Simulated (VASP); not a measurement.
# TlV2 (Pn-3m) in VASP: single point with PBE

Aim: the single point of TlV2 with PBE.

Program: VASP 6.6.1. These are calculated values, not measurements. Logs are shortened: lines on timing, memory, paths and dates and some standing lists are left out, and cuts for length are marked.

**1. The cell of the first run**

The structure is cubic, space group Pn-3m (No. 224). The conventional cell has a = 6.011 Å, b = 6.011 Å, c = 6.011 Å, α = 90.00°, β = 90.00°, γ = 90.00°. V (site symmetry -3m) has 2 Tl at 2.60 Å within 3.4 Å. Tl (site symmetry -43m) has 4 V at 2.60 Å within 3.4 Å.

**2. Single point, PBE, collinear spin, ferromagnetic start**

INCAR

```
ALGO = Normal
EDIFF = 1E-6
ENCUT = 520
GGA = PE
ISIF = 2
ISMEAR = 0
ISPIN = 2
LASPH = True
LCHARG = False
LMAXMIX = 4
LORBIT = 11
LREAL = False
LWAVE = False
MAGMOM = 1.54 1.54 1.54 1.54 0 0
NBANDS = 52
NELM = 150
PREC = Accurate
SIGMA = 0.1
```

KPOINTS

```
k-points
0
Gamma
  4 4 4
```

POSCAR

```
TlV2
1.0
    6.0112188852      0.0000000000      0.0000000000
    0.0000000000      6.0112188852      0.0000000000
    0.0000000000      0.0000000000      6.0112188852
V Tl
4 2
Direct
    0.2500000000      0.2500000000      0.2500000000
    0.2500000000      0.7500000000      0.7500000000
    0.7500000000      0.7500000000      0.2500000000
    0.7500000000      0.2500000000      0.7500000000
    0.0000000000      0.0000000000      0.0000000000
    0.5000000000      0.5000000000      0.5000000000
```

Potentials or basis: VASP PAW PBE potentials, release 64 (V_sv, Tl_d).

Command:

```sh
> cat potpaw_PBE.64/V_sv/POTCAR potpaw_PBE.64/Tl_d/POTCAR > POTCAR
> mpirun -np 1 vasp_std > vasp.out
```

OUTCAR:

```text
EDIFF = 1E-6
   ENCUT = 520
   GGA = PE
   ISIF = 2
   ISMEAR = 0
   ISPIN = 2
   LASPH = True
   LORBIT = 11
   LREAL = False
   NELM = 150
   PREC = Accurate

 ion  position               nearest neighbor table
   1  0.250  0.250  0.250-   5 2.60   6 2.60
   2  0.250  0.750  0.750-   5 2.60   6 2.60
   3  0.750  0.750  0.250-   5 2.60   6 2.60
   4  0.750  0.250  0.750-   5 2.60   6 2.60
   5  0.000  0.000  0.000-   1 2.60   2 2.60   3 2.60   4 2.60
   6  0.500  0.500  0.500-   1 2.60   2 2.60   3 2.60   4 2.60

  LATTYP: Found a simple cubic cell.
 ALAT       =     6.0112188852

  Lattice vectors:

 A1 = (   6.0112188852,   0.0000000000,   0.0000000000)
 A2 = (   0.0000000000,   6.0112188852,   0.0000000000)
 A3 = (   0.0000000000,   0.0000000000,   6.0112188852)

Analysis of symmetry for initial positions (statically):
=====================================================================
 Subroutine PRICEL returns:
 Original cell was already a primitive cell.

 Routine SETGRP: Setting up the symmetry group for a
 simple cubic supercell.

 Subroutine GETGRP returns: Found 48 space group operations
 (whereof 24 operations were pure point group operations)
 out of a pool of 48 trial point group operations.

The static configuration has the point symmetry T_d .
 The point group associated with its full space group is O_h .

Analysis of symmetry for dynamics (positions and initial velocities):
=====================================================================
 Subroutine PRICEL returns:
 Original cell was already a primitive cell.

 Routine SETGRP: Setting up the symmetry group for a
 simple cubic supercell.

 Subroutine GETGRP returns: Found 48 space group operations
 (whereof 24 operations were pure point group operations)
 out of a pool of 48 trial point group operations.

The dynamic configuration has the point symmetry T_d .
 The point group associated with its full space group is O_h .

Analysis of structural, dynamic, and magnetic symmetry:
=====================================================================
 Subroutine PRICEL returns:
 Original cell was already a primitive cell.

 Routine SETGRP: Setting up the symmetry group for a
 simple cubic supercell.

 Subroutine GETGRP returns: Found 48 space group operations
 (whereof 24 operations were pure point group operations)
 out of a pool of 48 trial point group operations.

The overall configuration has the point symmetry T_d .
 The point group associated with its full space group is O_h .

[... 128 lines left out ...]
   NGX = 23   NGY = 23   NGZ = 23

 number of electron      77.9999972 magnetization       9.7835208

 number of electron      77.9999973 magnetization      13.5485504

 Free energy of the ion-electron system (eV)
  ---------------------------------------------------
  ext. energy  EPLUGINS =         0.00000000
  ---------------------------------------------------
  free energy    TOTEN  =       -25.70126282 eV

  energy without entropy =      -25.61184223  energy(sigma->0) =      -25.65655253

 E-fermi :   2.5618     XC(G=0):  -8.2171

 val. band max:        2.5357710908   @ k =   0.2500   0.2500   0.2500
 cond. band min:       2.5660229417   @ k =   0.2500   0.2500   0.0000
 fundamental gap:      0.0302518509
 Fermi energy:         2.5617841974

 spin component 1

 k-point     1 :       0.0000    0.0000    0.0000
  band No.  band energies     occupation
      1     -62.2747      1.00000
      2     -62.2743      1.00000
      3     -62.2743      1.00000
      4     -62.2743      1.00000
      5     -36.1936      1.00000
      6     -36.1882      1.00000
[... 529 lines left out ...]
     50       2.6437      0.12330
     51       3.0597      0.00000
 Fermi energy:         2.5617841974

 spin component 2

 k-point     1 :       0.0000    0.0000    0.0000
  band No.  band energies     occupation
      1     -59.5258      1.00000
      2     -59.5253      1.00000
      3     -59.5253      1.00000
      4     -59.5253      1.00000
      5     -33.5966      1.00000
      6     -33.5898      1.00000
[... 529 lines left out ...]
     50       5.3268      0.00000
     51       5.4366      0.00000
 [bands above 51 left out]

------------------------ aborting loop because EDIFF is reached ----------------------------------------

  FORCE on cell =-STRESS in cart. coord.  units (eV):
  Direction    XX          YY          ZZ          XY          YZ          ZX
  --------------------------------------------------------------------------------------
  -------------------------------------------------------------------------------------
  Total        0.3303504      0.3303504      0.3303504     -0.0000000     -0.0000000      0.0000000
  in kB        2.4366764      2.4366764      2.4366764     -0.0000000     -0.0000000      0.0000000
  external PRESSURE =       2.4366764 kB  Pullay stress =       0.0000000 kB

 VOLUME and BASIS-vectors are now :
 -----------------------------------------------------------------------------
  energy-cutoff  :      520.00
  volume of cell :      217.21
      direct lattice vectors                 reciprocal lattice vectors
     6.011218885  0.000000000  0.000000000     0.166355613  0.000000000  0.000000000
     0.000000000  6.011218885  0.000000000     0.000000000  0.166355613  0.000000000
     0.000000000  0.000000000  6.011218885     0.000000000  0.000000000  0.166355613

 POSITION                                       TOTAL-FORCE (eV/Angst)
 -----------------------------------------------------------------------------------
      1.50280      1.50280      1.50280         0.000000      0.000000      0.000000
      1.50280      4.50841      4.50841        -0.000000      0.000000      0.000000
      4.50841      4.50841      1.50280         0.000000      0.000000     -0.000000
      4.50841      1.50280      4.50841         0.000000     -0.000000     -0.000000
      0.00000      0.00000      0.00000        -0.000000     -0.000000     -0.000000
      3.00561      3.00561      3.00561         0.000000     -0.000000     -0.000000
 -----------------------------------------------------------------------------------
    total drift:                               -0.000000     -0.000000      0.000000

  FREE ENERGIE OF THE ION-ELECTRON SYSTEM (eV)
  ---------------------------------------------------
  free  energy   TOTEN  =       -25.7012628246 eV

  energy  without entropy=      -25.6118422303  energy(sigma->0) =      -25.65655253

 total charge

# of ion       s       p       d       tot
------------------------------------------
    1        2.202   6.036   3.090  11.328
    2        2.202   6.036   3.090  11.328
    3        2.202   6.036   3.090  11.328
    4        2.202   6.036   3.090  11.328
    5        1.142   0.748   9.600  11.490
    6        1.142   0.748   9.600  11.490
--------------------------------------------------
tot         11.093  25.639  31.559  68.291

 magnetization (x)

# of ion       s       p       d       tot
------------------------------------------
    1        0.023   0.017   2.752   2.792
    2        0.023   0.017   2.752   2.792
    3        0.023   0.017   2.752   2.792
    4        0.023   0.017   2.752   2.792
    5       -0.023   0.022   0.042   0.041
    6       -0.023   0.022   0.042   0.041
--------------------------------------------------
tot          0.047   0.112  11.092  11.252
```

stdout:

```text
POSCAR found type information on POSCAR V Tl
 POSCAR found :  2 types and       6 ions
 scaLAPACK will be used
 LDA part: xc-table for (Slater+PW92), standard interpolation
 POSCAR, INCAR and KPOINTS ok, starting setup
 FFT: planning ... GRIDC
 FFT: planning ... GRID_SOFT
 FFT: planning ... GRID
 WAVECAR not read
 entering main loop
```

Wall time 3.1 min (1 thread of AMD EPYC 9R45 (Zen 5), shared host); peak memory 0.45 GiB.

What came out:

| Quantity | Value |
| --- | --- |
| Free energy | -25.7013 eV |
| Pressure | 0.2 GPa |
| Net moment | 13.55 μB per cell |
| Site moments | V +2.79; Tl +0.04 μB |
| Valence electrons inside the program's atomic spheres | V 11.33; Tl 11.49 |

Caveat: spin-orbit coupling is left out, which moves the levels of the heavy elements.
